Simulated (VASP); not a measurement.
A run of VASP 6.6.1 is set up as follows.

INCAR

```
SYSTEM = LuH2
PREC = Accurate
ENCUT = 520
EDIFF = 1E-6
ISMEAR = 0
SIGMA = 0.1
LREAL = .FALSE.
LASPH = .TRUE.
NELM = 80
ALGO = Normal
ISIF = 2
LWAVE = .FALSE.
LCHARG = .FALSE.
GGA = PS
IVDW = 12
NBANDS = 20
```

Contents of KPOINTS:

```
regular mesh
0
G
  11 11 11
  0 0 0
```

File POSCAR:

```
LuH2
1.0
    0.0000000000      2.4536325058      2.4536325058
    2.4536325058      0.0000000000      2.4536325058
    2.4536325058      2.4536325058      0.0000000000
Lu H
1 2
Direct
    0.0000000000      0.0000000000      0.0000000000
    0.2500000000      0.2500000000      0.2500000000
    0.7500000000      0.7500000000      0.7500000000
```

Potentials or basis: VASP PAW PBE potentials, release 64 (Lu, H).

Launch:

```bash
$ cat potpaw_PBE.64/Lu/POTCAR potpaw_PBE.64/H/POTCAR > POTCAR
$ mpirun -np 1 vasp_std > vasp.out
```

Question: Predict the dispersion energy per atom.

Answer: -0.197 eV.

Question: What does it give for the band gap on the k mesh?

Answer: Zero (an odd number of electrons rules out a gap without spin polarisation).

Caveat: spin-orbit coupling is left out, which moves the levels of the heavy elements; an odd number of electrons without spin polarisation forces a metal; a magnetic or distorted state may lie lower.
